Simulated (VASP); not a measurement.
# Ga27P27H (a cell with a defect) in VASP: single point with PBE

Aim: the single point of Ga27P27H (a cell with a defect) with PBE.

All numbers are computed with VASP 6.6.1; they aren't measurements. Logs are shortened: lines on timing, memory, paths and dates and some standing lists are left out, and cuts for length are marked.

**1. The cell of the first run**

The cell holds a defect, 55 atoms: a = 11.562 Å, b = 11.562 Å, c = 11.562 Å, α = 60.00°, β = 60.00°, γ = 60.00°.

**2. Single point, PBE, collinear spin**

Contents of INCAR:

```
  PREC = Accurate
  ENCUT = 520
  EDIFF = 1E-6
  ISMEAR = 0
  SIGMA = 0.05
  LREAL = Auto
  LASPH = True
  NELM = 150
  ALGO = Normal
  ISIF = 2
  LWAVE = False
  LCHARG = False
  ISPIN = 2
  MAGMOM = 0 0 0 0 0 0.5 0 0 0 0 0 0 0 0 0.5 0 0 0 0 0 0 0 0 0 0 0 0 0 0 0 0 0 0.5 0 0 0 0 0 0 0 0 0 0 0 0 0 0 0 0 0 0 0 0 0 0.5
  LORBIT = 11
  GGA = PE
  NBANDS = 280
  NCORE = 4
```

Contents of KPOINTS:

```
Automatic mesh
0
Gamma
  1 1 1
```

Contents of POSCAR:

```
Ga27P27H
1.0
    0.0000000000      8.1757500000      8.1757500000
    8.1757500000      0.0000000000      8.1757500000
    8.1757500000      8.1757500000      0.0000000000
Ga P H
27 27 1
Direct
   -0.0009046767     -0.0026206016      0.0036783803
    0.0002903669      0.0012482311      0.3314759051
   -0.0004651567     -0.0012248659      0.6679788801
    0.0022667254      0.3340416855     -0.0052838818
    0.0002154126      0.3321287173      0.3315399885
   -0.0046538407      0.3272601252      0.6656527160
   -0.0008737753      0.6649640261      0.0036331054
   -0.0005048418      0.6639962881      0.3376182576
   -0.0044632109      0.6767907126      0.6654454720
    0.3331533641     -0.0026121914      0.0036709765
    0.3324373867     -0.0018747672      0.3365409374
    0.3330073630     -0.0020908153      0.6693938747
    0.3330693613      0.3310232796      0.0037322594
    0.3320767182      0.3314310149      0.3377203944
    0.3450114981      0.3272774166      0.6656537949
    0.3325256191      0.6644683636      0.0037887873
    0.3321922637      0.6639946459      0.3376129892
    0.3330417494      0.6649514862      0.6693811089
    0.6662399331     -0.0018415557      0.0026731123
    0.6662035459     -0.0018732410      0.3365416836
    0.6670230345     -0.0012239348      0.6679780392
    0.6654669612      0.3310229241      0.0037385655
    0.6694122739      0.3321346812      0.3315350783
    0.6669301548      0.3314267763      0.6680192506
    0.6655792026      0.6649669573      0.0036334841
    0.6662106875      0.6643697175      0.3365106961
    0.6659373034      0.6649502900      0.6693806889
    0.0834911612      0.0849391543      0.0813851104
    0.0826345742      0.0825819417      0.4173457678
    0.0827169637      0.0790415706      0.7538799250
    0.0834135615      0.4153028832      0.0814272981
    0.0826737989      0.4145734234      0.4159686295
    0.1021666392      0.4339377840      0.6949770975
    0.0826095864      0.7474691803      0.0875619222
    0.0827772090      0.7519614446      0.4157880803
    0.0827524356      0.7494300104      0.7538265883
    0.4163652835      0.0811871650      0.0864996837
    0.4160878278      0.0812868316      0.4198498913
    0.4176733937      0.0790526704      0.7538720447
    0.4155443642      0.4145489420      0.0876512250
    0.4200869709      0.4145690344      0.4159744896
    0.4175807064      0.4146546322      0.7539279274
    0.4156625677      0.7474807870      0.0875552352
    0.4161031156      0.7480125289      0.4198266523
    0.4159087661      0.7478877377      0.7536096734
    0.7492553423      0.0811872220      0.0865023222
    0.7507408381      0.0825881631      0.4173451612
    0.7497103178      0.0815946881      0.7522973790
    0.7531562749      0.4153061945      0.0814219175
    0.7506759150      0.4145613598      0.4173847177
    0.7471344272      0.4146558165      0.7539365431
    0.7492859711      0.7482750700      0.0864578635
    0.7493554705      0.7480160049      0.4198269098
    0.7472995181      0.7494271620      0.7538294804
    0.1546860733      0.4862597280      0.5376352791
```

Potentials or basis: VASP PAW PBE potentials, release 64 (Ga_d, P, H).

On the command line:

```
$ cat potpaw_PBE.64/Ga_d/POTCAR potpaw_PBE.64/P/POTCAR potpaw_PBE.64/H/POTCAR > POTCAR
$ mpirun -np 4 vasp_gam > vasp.out
```

OUTCAR:

```text
PREC = Accurate
   ENCUT = 520
   EDIFF = 1E-6
   ISMEAR = 0
   LREAL = Auto
   LASPH = True
   NELM = 150
   ISIF = 2
   ISPIN = 2
   LORBIT = 11
   GGA = PE

 ion  position               nearest neighbor table
   1  0.999  0.997  0.004-  28 2.36  30 2.36  46 2.36  34 2.36
   2  0.000  0.001  0.331-  35 2.35  29 2.36  47 2.36  28 2.36
   3  1.000  0.999  0.668-  36 2.35  30 2.35  48 2.36  29 2.37
   4  0.002  0.334  0.995-  28 2.35  49 2.35  31 2.35  33 2.83
   5  0.000  0.332  0.332-  32 2.35  50 2.36  29 2.36  31 2.36
   6  0.995  0.327  0.666-  51 2.35  30 2.35  33 2.35  32 2.36
[... 24 lines left out ...]
  31  0.083  0.415  0.081-   4 2.35  13 2.36   7 2.36   5 2.36
  32  0.083  0.415  0.416-   5 2.35  14 2.36   8 2.36   6 2.36
  33  0.102  0.434  0.695-  55 1.49   9 2.35   6 2.35  15 2.35   4 2.83
  34  0.083  0.747  0.088-   1 2.36  16 2.36   7 2.36   8 2.36
  35  0.083  0.752  0.416-   2 2.35  17 2.36   8 2.36   9 2.36
  36  0.083  0.749  0.754-   9 2.35   3 2.35   7 2.36  18 2.36
  37  0.416  0.081  0.086-  13 2.36  10 2.36  19 2.36  11 2.36
  38  0.416  0.081  0.420-  12 2.36  20 2.36  11 2.36  14 2.36
  39  0.418  0.079  0.754-  15 2.35  21 2.35  10 2.36  12 2.36
[... 13 lines left out ...]
  53  0.749  0.748  0.420-  27 2.36  26 2.36  20 2.36   8 2.36
  54  0.747  0.749  0.754-   9 2.35  21 2.35  25 2.36  27 2.36
  55  0.155  0.486  0.538-  33 1.49

  LATTYP: Found a face centered cubic cell.
 ALAT       =    16.3515000000

  Lattice vectors:

 A1 = (   0.0000000000,   8.1757500000,   8.1757500000)
 A2 = (   8.1757500000,   0.0000000000,   8.1757500000)
 A3 = (   8.1757500000,   8.1757500000,   0.0000000000)

Analysis of symmetry for initial positions (statically):
=====================================================================
 Subroutine PRICEL returns:
 Original cell was already a primitive cell.

 Routine SETGRP: Setting up the symmetry group for a
 face centered cubic supercell.

 Subroutine GETGRP returns: Found  1 space group operations
 (whereof  1 operations were pure point group operations)
 out of a pool of 48 trial point group operations.

The static configuration has the point symmetry C_1 .

Analysis of symmetry for dynamics (positions and initial velocities):
=====================================================================
 Subroutine PRICEL returns:
 Original cell was already a primitive cell.

 Routine SETGRP: Setting up the symmetry group for a
 face centered cubic supercell.

 Subroutine GETGRP returns: Found  1 space group operations
 (whereof  1 operations were pure point group operations)
 out of a pool of 48 trial point group operations.

The dynamic configuration has the point symmetry C_1 .

Analysis of structural, dynamic, and magnetic symmetry:
=====================================================================
 Subroutine PRICEL returns:
[... 239 lines left out ...]

 E-fermi :   5.5254     XC(G=0):  -9.7900

 val. band max:        5.3272545365   @ k =   0.0000   0.0000   0.0000
 cond. band min:       5.7235636853   @ k =   0.0000   0.0000   0.0000
 fundamental gap:      0.3963091488
 Fermi energy:         5.5253891305

 spin component 1

 k-point     1 :       0.0000    0.0000    0.0000
  band No.  band energies     occupation
      1     -10.0050      1.00000
      2     -10.0007      1.00000
      3     -10.0006      1.00000
      4      -9.9995      1.00000
      5      -9.9957      1.00000
      6      -9.9953      1.00000
[... 247 lines left out ...]
    254       6.6089      0.00000
    255       6.6154      0.00000
 Fermi energy:         5.5253891305

 spin component 2

 k-point     1 :       0.0000    0.0000    0.0000
  band No.  band energies     occupation
      1     -10.0048      1.00000
      2     -10.0002      1.00000
      3     -10.0001      1.00000
      4      -9.9990      1.00000
      5      -9.9955      1.00000
      6      -9.9946      1.00000
[... 247 lines left out ...]
    254       6.6147      0.00000
    255       6.6346      0.00000
 [bands above 255 left out]

------------------------ aborting loop because EDIFF is reached ----------------------------------------

  FORCE on cell =-STRESS in cart. coord.  units (eV):
  Direction    XX          YY          ZZ          XY          YZ          ZX
  --------------------------------------------------------------------------------------
  -------------------------------------------------------------------------------------
  Total       30.1803414     30.1858004     30.1874977     -0.6613653      0.6584577      0.6625329
  in kB       44.2406935     44.2486956     44.2511838     -0.9694807      0.9652186      0.9711923
  external PRESSURE =      44.2468576 kB  Pullay stress =       0.0000000 kB

 VOLUME and BASIS-vectors are now :
 -----------------------------------------------------------------------------
  energy-cutoff  :      520.00
  volume of cell :     1092.98
      direct lattice vectors                 reciprocal lattice vectors
     0.000000000  8.175750000  8.175750000    -0.061156469  0.061156469  0.061156469
     8.175750000  0.000000000  8.175750000     0.061156469 -0.061156469  0.061156469
     8.175750000  8.175750000  0.000000000     0.061156469  0.061156469 -0.061156469

 POSITION                                       TOTAL-FORCE (eV/Angst)
 -----------------------------------------------------------------------------------
      8.18440      8.19843     16.32268        -0.000966      0.001782     -0.000247
      2.72027      2.71244      0.01258        -0.000910      0.002733     -0.002840
     13.62696     13.63318     16.33768         0.003436     -0.000055     -0.002260
     10.86359      8.15108      2.74957        -0.006986     -0.010050      0.010332
      5.42599      2.71235      2.71716         0.005082      0.004869      0.004281
      8.11781     13.57991     10.81330         0.001000      0.001180     -0.002559
[... 47 lines left out ...]
     12.29025     12.27286     12.23686         0.000020     -0.001526      0.000727
      8.37111      5.66025      5.24021        -0.003513     -0.004929      0.004933
 -----------------------------------------------------------------------------------
    total drift:                               -0.005166     -0.015304      0.016945

  FREE ENERGIE OF THE ION-ELECTRON SYSTEM (eV)
  ---------------------------------------------------
  free  energy   TOTEN  =      -234.6962696893 eV

  energy  without entropy=     -234.6962696850  energy(sigma->0) =     -234.69626969

 total charge

# of ion       s       p       d       tot
------------------------------------------
    1        0.826   0.876  10.018  11.719
    2        0.840   0.874  10.017  11.730
    3        0.827   0.874  10.018  11.720
    4        0.892   0.789   9.993  11.673
    5        0.840   0.874  10.017  11.730
    6        0.843   0.875  10.019  11.737
[... 47 lines left out ...]
   54        0.990   1.584   0.000   2.574
   55        0.545   0.025   0.000   0.570
--------------------------------------------------
tot         49.757  66.204 270.450 386.411

 magnetization (x)

# of ion       s       p       d       tot
------------------------------------------
    1       -0.000  -0.001   0.001  -0.001
    2        0.010   0.005   0.003   0.018
    3       -0.000   0.001   0.000   0.001
    4        0.061   0.116   0.000   0.178
    5        0.010   0.005   0.003   0.018
    6        0.003   0.003   0.002   0.009
[... 47 lines left out ...]
   54        0.000   0.001   0.000   0.001
   55        0.033   0.000   0.000   0.033
--------------------------------------------------
tot          0.171   0.295   0.028   0.494
```

Run time: 6.2 min. Hardware: 4 MPI ranks of Intel Xeon Platinum 8488C (Sapphire Rapids), shared host; peak memory 0.6 GiB.

Results:

* Free energy: -234.6963 eV
* Pressure: 4.4 GPa
* Largest force: 0.016 eV/Å
* Net moment: 1.00 μB per cell
* Site moments: Ga -0.00, +0.02, +0.00, +0.18, +0.01 (each value once); P +0.02, +0.00, +0.03, +0.01, -0.00 (each value once); H +0.03 μB
* Valence electrons inside the program's atomic spheres: Ga 11.72, 11.73, 11.67, 11.74, 11.71 (each value once); P 2.57, 2.56 (each value once); H 0.57

Forces on the atoms (eV/Å):
```
Ga  -0.001  0.002  0.000
Ga  -0.001  0.003 -0.003
Ga   0.003  0.000 -0.002
Ga  -0.007 -0.010  0.010
Ga   0.005  0.005  0.004
Ga   0.001  0.001 -0.003
Ga   0.001  0.001  0.001
Ga  -0.002  0.000  0.001
Ga   0.008  0.002 -0.003
Ga  -0.001  0.000 -0.002
Ga  -0.001  0.002  0.001
Ga  -0.003  0.002 -0.002
Ga   0.001  0.000  0.001
Ga  -0.004 -0.002  0.002
Ga   0.002  0.003 -0.002
Ga   0.000  0.000  0.000
Ga  -0.002 -0.001  0.000
Ga   0.002  0.001  0.001
Ga   0.001  0.001 -0.001
Ga  -0.001 -0.001 -0.002
Ga   0.004  0.002  0.000
Ga   0.001 -0.001  0.000
Ga   0.005 -0.004 -0.005
Ga   0.000  0.003 -0.003
Ga   0.001 -0.001 -0.001
Ga   0.001 -0.001  0.001
Ga   0.002 -0.001 -0.001
P    0.000  0.000  0.000
P    0.001 -0.001 -0.001
P    0.002  0.000  0.003
P    0.000  0.001 -0.001
P   -0.004 -0.005 -0.004
P   -0.007 -0.004  0.008
P    0.001 -0.002 -0.002
P    0.002 -0.002  0.001
P    0.000  0.000  0.001
P   -0.001  0.001 -0.002
P    0.000  0.001 -0.001
P    0.002 -0.004  0.000
P   -0.003  0.002 -0.002
P   -0.003  0.002  0.005
P    0.000 -0.003 -0.001
P    0.001  0.002  0.002
P    0.000  0.001 -0.001
P   -0.002  0.001 -0.002
P   -0.001  0.002 -0.001
P    0.001  0.002  0.001
P   -0.001  0.000  0.000
P    0.001  0.001 -0.002
P   -0.002  0.002 -0.002
P   -0.001  0.000  0.003
P    0.001  0.002 -0.002
P    0.000  0.002 -0.002
P    0.000 -0.002  0.001
H   -0.004 -0.005  0.005
```

Stress tensor (GPa, compression positive):
```
 4.42 -0.10  0.10
-0.10  4.42  0.10
 0.10  0.10  4.43
```

Caveat: the k points lie up to 0.67 Å⁻¹ apart.
